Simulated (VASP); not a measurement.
# Tl (P6_3/mmc) in VASP: notebook

Tl is run at these levels: LDA; tasks: single point.

Everything below comes from runs of VASP 6.6.1. Logs are shortened: lines on timing, memory, paths and dates and some standing lists are left out, and cuts for length are marked.

## 1. The cell of the first run

It takes space group P6_3/mmc (No. 194, hexagonal). Conventional cell: a = 3.401 Å, b = 3.401 Å, c = 5.443 Å, α = 90.00°, β = 90.00°, γ = 120.00°. Tl (site symmetry -6m2) has 12 Tl at 3.36 to 3.40 Å within 4.4 Å.

## 2. Single point, LDA

Input file INCAR:

```
PREC = Accurate ; ENCUT = 520
EDIFF = 1E-7 ; ISMEAR = 1
SIGMA = 0.03 ; LREAL = False
LASPH = True ; NELM = 60
ALGO = Normal ; ISIF = 2
LWAVE = False ; LCHARG = False
GGA = CA ; NBANDS = 20
```

Input file KPOINTS:

```
Automatic mesh
0
Gamma
  11 11 6
```

Input file POSCAR:

```
Tl
1.0
    3.4014029632      0.0000000000      0.0000000000
   -1.7007014816      2.9457013746      0.0000000000
    0.0000000000      0.0000000000      5.4430041633
Tl
2
Direct
    0.3333333333      0.6666666667      0.2500000000
    0.6666666667      0.3333333333      0.7500000000
```

Potentials or basis: VASP PAW LDA potentials, release 64 (Tl_d).

On the command line:

```sh
> cat potpaw_LDA.64/Tl_d/POTCAR > POTCAR
> mpirun -np 1 vasp_std > vasp.out
```

OUTCAR:

```text
PREC = Accurate
   ENCUT = 520
   EDIFF = 1E-7
   ISMEAR = 1
   LREAL = False
   LASPH = True
   NELM = 60
   ISIF = 2
   GGA = CA

 ion  position               nearest neighbor table
   1  0.333  0.667  0.250-   2 3.36   2 3.36   2 3.36   2 3.36   2 3.36   2 3.36
   2  0.667  0.333  0.750-   1 3.36   1 3.36   1 3.36   1 3.36   1 3.36   1 3.36

  LATTYP: Found a hexagonal cell.
 ALAT       =     3.4014029632
 C/A-ratio  =     1.6002232673

  Lattice vectors:

 A1 = (   3.4014029632,   0.0000000000,   0.0000000000)
 A2 = (  -1.7007014816,   2.9457013746,   0.0000000000)
 A3 = (   0.0000000000,   0.0000000000,   5.4430041633)

Analysis of symmetry for initial positions (statically):
=====================================================================
 Subroutine PRICEL returns:
 Original cell was already a primitive cell.

 Routine SETGRP: Setting up the symmetry group for a
 hexagonal supercell.

 Subroutine GETGRP returns: Found 24 space group operations
 (whereof 12 operations were pure point group operations)
 out of a pool of 24 trial point group operations.

The static configuration has the point symmetry D_3d.
 The point group associated with its full space group is D_6h.

Analysis of symmetry for dynamics (positions and initial velocities):
=====================================================================
 Subroutine PRICEL returns:
 Original cell was already a primitive cell.

 Routine SETGRP: Setting up the symmetry group for a
 hexagonal supercell.

 Subroutine GETGRP returns: Found 24 space group operations
 (whereof 12 operations were pure point group operations)
 out of a pool of 24 trial point group operations.

The dynamic configuration has the point symmetry D_3d.
 The point group associated with its full space group is D_6h.

 Subroutine INISYM returns: Found 24 space group operations
 (whereof 12 operations are pure point group operations),
 and found     1 'primitive' translations

----------------------------------------------------------------------------------------

                                     Primitive cell

  volume of cell :      54.5363

  direct lattice vectors                    reciprocal lattice vectors
     3.401402963  0.000000000  0.000000000     0.293996334  0.169738862  0.000000000
    -1.700701482  2.945701375  0.000000000     0.000000000  0.339477725  0.000000000
     0.000000000  0.000000000  5.443004163     0.000000000  0.000000000  0.183722071

  length of vectors
     3.401402963  3.401402963  5.443004163     0.339477725  0.339477725  0.183722071

  position of ions in fractional coordinates (direct lattice)
     0.333333333  0.666666667  0.250000000
     0.666666667  0.333333333  0.750000000

  ion indices of the primitive-cell ions
   primitive index   ion index
                 1           1
                 2           2

----------------------------------------------------------------------------------------

 KPOINTS: Automatic mesh

Automatic generation of k-mesh.
 Grid dimensions read from file:
 generate k-points for:   11   11    6

 Generating k-lattice:

  Cartesian coordinates                     Fractional coordinates (reciprocal lattice)
     0.026726939  0.015430806  0.000000000     0.090909091  0.000000000  0.000000000
     0.000000000  0.030861611  0.000000000     0.000000000  0.090909091  0.000000000
     0.000000000  0.000000000  0.030620345     0.000000000  0.000000000  0.166666667

  Length of vectors
     0.030861611  0.030861611  0.030620345

  Shift w.r.t. Gamma in fractional coordinates (k-lattice)
     0.000000000  0.000000000  0.000000000

 Subroutine IBZKPT returns following result:
 ===========================================

 Found     64 irreducible k-points:

 Following reciprocal coordinates:
            Coordinates               Weight
  0.000000  0.000000  0.000000      1.000000
  0.090909 -0.000000  0.000000      6.000000
  0.181818 -0.000000  0.000000      6.000000
  0.272727  0.000000  0.000000      6.000000
  0.363636  0.000000  0.000000      6.000000
  0.454545 -0.000000  0.000000      6.000000
[... 16 lines left out ...]
  0.090909  0.090909  0.166667     12.000000
  0.181818  0.090909  0.166667     24.000000
 [... further k-points ...]
   k-points           NKPTS =     64   k-points in BZ     NKDIM =     64   number of bands    NBANDS=     20
   number of dos      NEDOS =    301   number of ions     NIONS =      2
   total plane-waves  NPLWV =  31360
   dimension x,y,z NGX =    28 NGY =   28 NGZ =   40
   dimension x,y,z NGXF=    56 NGYF=   56 NGZF=   80
   ions per type =               2
   NGX,Y,Z   is equivalent  to a cutoff of  13.69, 13.69, 12.22 a.u.
   NGXF,Y,Z  is equivalent  to a cutoff of  27.37, 27.37, 24.43 a.u.
 SYSTEM =  unknown system
   PREC   = accura    normal or accurate (medium, high low for compatibility)
   ISTART =      0    job   : 0-new  1-cont  2-samecut
   ICHARG =      2    charge: 1-file 2-atom 10-const
   ISPIN  =      1    spin polarized calculation?
   LNONCOLLINEAR =      F non collinear calculations
   LSORBIT =      F    spin-orbit coupling
   LASPH  =      T    aspherical Exc in radial PAW
   ENCUT  =  520.0 eV  38.22 Ry    6.18 a.u.   6.32  6.32 10.12*2*pi/ulx,y,z
   NELM   =     60;   NELMIN=  2; NELMDL= -5     # of ELM steps
   EDIFF  = 0.1E-06   stopping-criterion for ELM
   LREAL  =      F    real-space projection
   EDIFFG = 0.1E-05   stopping-criterion for IOM
   NSW    =      0    number of steps for IOM
   IBRION =     -1    ionic relax: 0-MD 1-quasi-New 2-CG
   NFREE  =      0    steps in history (QN), initial steepest desc. (CG)
   ISIF   =      2    stress and relaxation
   ISYM   =      2    0-nonsym 1-usesym 2-fastsym
   POTIM  = 0.5000    time-step for ionic-motion
   TEBEG  =    0.0;   TEEND  =   0.0 temperature during run
   PSTRESS=    0.0 pullay stress
   NELECT =      26.0000    total number of electrons
   NUPDOWN=      -1.0000    fix difference up-down
   EMIN   =  10.00;   EMAX   =-10.00  energy-range for DOS
   EFERMI =   0.00;   METHOD = LEGACY
   ISMEAR =     1;   SIGMA  =   0.03  broadening in eV -4-tet -1-fermi 0-gaus
   EFERMI_NEDOS =   21; number of points for ismear=-14 and -15
   IALGO  =     38    algorithm
   IMIX   =      4    mixing-type and parameters
     AMIX     =   0.40;   BMIX     =  1.00
     AMIX_MAG =   1.60;   BMIX_MAG =  1.00
  volume/ion in A,a.u.               =      27.27       184.01
  Fermi-wavevector in a.u.,A,eV,Ry     =   1.278903  2.416775 22.253577  1.635592
  Thomas-Fermi vector in A             =   2.411419
   LORBIT       =      0    0 simple, 1 ext, 2 COOP (PROOUT), +10 PAW based schemes
   GGA     = CA    functional components
   LHFCALC =     F    Hartree Fock is set to
   AEXX    =    0.0000 exact exchange contribution
   IVDW    =     0    specifies the selected vdW correction
   LEPSILON=     F    determine dielectric tensor
   LRPA    =     F    only Hartree local field effects (RPA)
 non-spin polarized calculation
 Methfessel and Paxton  Order N= 1 SIGMA  =   0.03
  energy-cutoff  :      520.00
  volume of cell :       54.54
 maximum number of plane-waves:      1496
 NGX is ok and might be reduce to    28
   NGX = 13   NGY = 13   NGZ = 21

 number of electron      25.9999999 magnetization

 Free energy of the ion-electron system (eV)
  ---------------------------------------------------
  ext. energy  EPLUGINS =         0.00000000
  ---------------------------------------------------
  free energy    TOTEN  =        -5.87323272 eV

  energy without entropy =       -5.87332652  energy(sigma->0) =       -5.87326398

 E-fermi :   6.7371     XC(G=0): -10.7419

 val. band max:        6.7327928232   @ k =   0.3636   0.0000   0.0000
 cond. band min:       6.7956590478   @ k =   0.3636   0.2727   0.3333
 fundamental gap:      0.0628662245
 Fermi energy:         6.7370929794

 k-point     1 :       0.0000    0.0000    0.0000
  band No.  band energies     occupation
      1      -5.0729      2.00000
      2      -4.7905      2.00000
      3      -4.7691      2.00000
      4      -4.7691      2.00000
      5      -4.7073      2.00000
      6      -4.7073      2.00000
[... 12 lines left out ...]
     19      17.9529      0.00000
     20      18.0456      0.00000

 k-point     2 :       0.0909   -0.0000    0.0000
  band No.  band energies     occupation
      1      -5.0401      2.00000
      2      -4.8292      2.00000
      3      -4.7290      2.00000
      4      -4.7249      2.00000
      5      -4.7086      2.00000
      6      -4.6700      2.00000
[... 12 lines left out ...]
     19      17.9914      0.00000
     20      18.6306      0.00000

 k-point     3 :       0.1818   -0.0000    0.0000
  band No.  band energies     occupation
      1      -5.0130      2.00000
      2      -4.8394      2.00000
      3      -4.7361      2.00000
      4      -4.7273      2.00000
      5      -4.6960      2.00000
      6      -4.6283      2.00000
[... 12 lines left out ...]
     19      17.4871      0.00000
     20      18.7665      0.00000

 k-point     4 :       0.2727    0.0000    0.0000
  band No.  band energies     occupation
      1      -5.0730      2.00000
      2      -4.8507      2.00000
      3      -4.8367      2.00000
      4      -4.7506      2.00000
      5      -4.6891      2.00000
      6      -4.5077      2.00000
[... 12 lines left out ...]
     19      16.6043      0.00000
     20      17.8039      0.00000

 k-point     5 :       0.3636    0.0000    0.0000
  band No.  band energies     occupation
      1      -5.1450      2.00000
      2      -4.9460      2.00000
      3      -4.9042      2.00000
      4      -4.7968      2.00000
      5      -4.6111      2.00000
      6      -4.5415      2.00000
[... 12 lines left out ...]
     19      15.7879      0.00000
     20      17.1375      0.00000

 k-point     6 :       0.4545   -0.0000    0.0000
  band No.  band energies     occupation
      1      -5.1886      2.00000
      2      -5.0122      2.00000
      3      -4.9401      2.00000
      4      -4.8229      2.00000
      5      -4.5740      2.00000
      6      -4.5672      2.00000
[... 12 lines left out ...]
     19      15.3320      0.00000
     20      16.8004      0.00000

 k-point     7 :       0.0909    0.0909    0.0000
  band No.  band energies     occupation
      1      -4.9940      2.00000
      2      -4.8687      2.00000
      3      -4.7085      2.00000
      4      -4.6959      2.00000
      5      -4.6902      2.00000
      6      -4.6749      2.00000
[... 12 lines left out ...]
     19      17.5612      0.00000
     20      18.6550      0.00000
[... 277 lines left out ...]
 k-point    20 :       0.2727    0.0000    0.1667
  band No.  band energies     occupation
      1      -5.0577      2.00000
      2      -4.9095      2.00000
      3      -4.8230      2.00000
      4      -4.7288      2.00000
      5      -4.6748      2.00000
      6      -4.5619      2.00000
[... 12 lines left out ...]
     19      16.0786      0.00000
     20      17.3102      0.00000

 k-point    21 :       0.3636    0.0000    0.1667
  band No.  band energies     occupation
      1      -5.1251      2.00000
      2      -5.0126      2.00000
      3      -4.8686      2.00000
      4      -4.7635      2.00000
      5      -4.6612      2.00000
      6      -4.5525      2.00000
[... 12 lines left out ...]
     19      15.5984      0.00000
     20      16.7531      0.00000

 k-point    22 :       0.4545   -0.0000    0.1667
  band No.  band energies     occupation
      1      -5.1645      2.00000
      2      -5.0771      2.00000
      3      -4.8990      2.00000
      4      -4.7854      2.00000
      5      -4.6951      2.00000
      6      -4.5103      2.00000
[... 12 lines left out ...]
     19      15.4083      0.00000
     20      16.4744      0.00000

 k-point    23 :       0.0909    0.0909    0.1667
  band No.  band energies     occupation
      1      -4.9781      2.00000
      2      -4.8559      2.00000
      3      -4.7760      2.00000
      4      -4.7315      2.00000
      5      -4.7114      2.00000
      6      -4.6493      2.00000
[... 12 lines left out ...]
     19      17.2927      0.00000
     20      18.1724      0.00000

 k-point    24 :       0.1818    0.0909    0.1667
  band No.  band energies     occupation
      1      -4.9868      2.00000
      2      -4.8711      2.00000
      3      -4.8104      2.00000
      4      -4.7354      2.00000
      5      -4.7156      2.00000
      6      -4.5672      2.00000
[... 12 lines left out ...]
     19      17.1971      0.00000
     20      18.0574      0.00000

 [... further k-points ...]

------------------------ aborting loop because EDIFF is reached ----------------------------------------

  FORCE on cell =-STRESS in cart. coord.  units (eV):
  Direction    XX          YY          ZZ          XY          YZ          ZX
  --------------------------------------------------------------------------------------
  -------------------------------------------------------------------------------------
  Total       -0.1195518     -0.1195518      0.2520060      0.0000000      0.0000000      0.0000000
  in kB       -3.5122155     -3.5122155      7.4034800      0.0000000      0.0000000      0.0000000
  external PRESSURE =       0.1263497 kB  Pullay stress =       0.0000000 kB

 VOLUME and BASIS-vectors are now :
 -----------------------------------------------------------------------------
  energy-cutoff  :      520.00
  volume of cell :       54.54
      direct lattice vectors                 reciprocal lattice vectors
     3.401402963  0.000000000  0.000000000     0.293996334  0.169738862  0.000000000
    -1.700701482  2.945701375  0.000000000     0.000000000  0.339477725  0.000000000
     0.000000000  0.000000000  5.443004163     0.000000000  0.000000000  0.183722071

 POSITION                                       TOTAL-FORCE (eV/Angst)
 -----------------------------------------------------------------------------------
     -0.00000      1.96380      1.36075        -0.000000      0.000000      0.000000
      1.70070      0.98190      4.08225         0.000000     -0.000000      0.000000
 -----------------------------------------------------------------------------------
    total drift:                               -0.000000      0.000000      0.000000

  FREE ENERGIE OF THE ION-ELECTRON SYSTEM (eV)
  ---------------------------------------------------
  free  energy   TOTEN  =        -5.8732327172 eV

  energy  without entropy=       -5.8733265159  energy(sigma->0) =       -5.87326398
```

Run time: 37 s. Hardware: 1 thread of Intel Xeon Platinum 8488C (Sapphire Rapids), shared host; peak memory 0.19 GiB.

What came out:

```yaml
Free_energy: -5.8732 eV
Pressure: 0.0 GPa
Band_gap_on_the_k_mesh: zero (bands 13 and 14 overlap by 5.97 eV)
```

Stress tensor (GPa, compression positive):
```
-0.35  0.00  0.00
 0.00 -0.35  0.00
 0.00  0.00  0.74
```

Caveat: spin-orbit coupling is left out, which moves the levels of the heavy elements.

## 3. Single point, LDA

Input file INCAR:

```
PREC = Accurate
ENCUT = 520
EDIFF = 1E-6
ISMEAR = 1
SIGMA = 0.1
LREAL = False
LASPH = True
NELM = 60
ALGO = Normal
ISIF = 2
LWAVE = False
LCHARG = True
GGA = CA
LELF = True
LVHAR = True
NBANDS = 20
```

KPOINTS is that of step 2.

POSCAR is that of step 2.

Potentials or basis: VASP PAW LDA potentials, release 64 (Tl_d).

On the command line:

```sh
> cat potpaw_LDA.64/Tl_d/POTCAR > POTCAR
> mpirun -np 1 vasp_std > vasp.out
```

It took 31 s on 1 thread of Intel Xeon Platinum 8488C (Sapphire Rapids), shared host; peak memory 0.18 GiB.

The run converged. Its results:

```
Free energy            : -5.8735 eV
Pressure               : 0.0 GPa
Band gap on the k mesh : zero (bands 13 and 14 overlap by 5.97 eV)
```

Stress tensor (GPa, compression positive):
```
-0.21  0.00  0.00
 0.00 -0.21  0.00
 0.00  0.00  0.54
```

Levels at points of the mesh, in eV from the Fermi level:
```csv
k point,band 11,band 12,band 13,band 14,band 15,band 16
"(0.00, 0.00, 0.00)",-10.35,-5.06,-3.01,8.29,8.29,10.49
"(0.00, 0.00, 0.50)",-8.84,-8.84,3.54,3.54,9.31,9.31
```

Caveat: spin-orbit coupling is left out, which moves the levels of the heavy elements.

The gap in the log of VASP goes by the Fermi energy; the results here count the filled bands.